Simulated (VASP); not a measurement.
Set up this calculation in VASP 6.6.1, as the native input.

| Item | Value |
| --- | --- |
| Task | single point |
| Functional | PBEsol |
| Potentials or basis | VASP PAW PBE potentials, release 64 (Bi_d) |
| Cutoff | 520 eV |
| k mesh | 12 × 12 × 12 |
| Occupations | gaussian, width 0.15 eV |
| Spin | no spin polarisation |
| Dipole correction | no |
| Further INCAR settings | ALGO = Fast; EDIFF = 1e-06; NBANDS = 22 |

The structure of Bi lies in POSCAR:

```
Bi
1.0
    2.3070946736      1.3320017308      3.8353800000
   -2.3070946736      1.3320017308      3.8353800000
    0.0000000000     -2.6640034616      3.8353800000
Bi
2
Direct
    0.2338900000      0.2338900000      0.2338900000
    0.7661100000      0.7661100000      0.7661100000
```

This cell differs from its parent crystal: strain +0.015 along x and y, -0.030 along z.

One way to write it, as run:

INCAR

```
SYSTEM = Bi
PREC     = Accurate       ! precision mode
ENCUT    = 520            ! plane-wave cutoff, eV
EDIFF    = 1E-6           ! SCF threshold, eV
ISMEAR   = 0              ! smearing method
SIGMA    = 0.15           ! smearing width, eV
LREAL    = .FALSE.        ! projectors in reciprocal space
LASPH    = .TRUE.         ! aspherical terms in the spheres
NELM     = 100            ! most SCF steps
ALGO     = Fast           ! electronic algorithm
ISIF     = 2              ! what is computed and relaxed
LWAVE    = .FALSE.        ! write WAVECAR
LCHARG   = .FALSE.        ! write CHGCAR
GGA      = PS             ! functional
NBANDS   = 22             ! bands
```

KPOINTS

```
Automatic mesh
0
G
  12 12 12
  0 0 0
```

Potentials or basis: VASP PAW PBE potentials, release 64 (Bi_d).

The run is started by

```console
$ cat potpaw_PBE.64/Bi_d/POTCAR > POTCAR
$ mpirun -np 1 vasp_std > vasp.out
```

It gave:

The pressure is -0.9 GPa, the largest force is 0.190 eV/Å and the band gap on the k mesh is zero (bands 15 and 16 overlap by 0.15 eV).

Caveat: the cell differs from its parent crystal (strain +0.015 along x and y, -0.030 along z); the PAW data sets were made with another functional, which shifts forces and pressure a little; spin-orbit coupling is left out, which moves the levels of the heavy elements.

Wall time 12 min on 1 thread of Intel Xeon 8259CL, with other jobs on the host, peak memory 0.34 GiB.
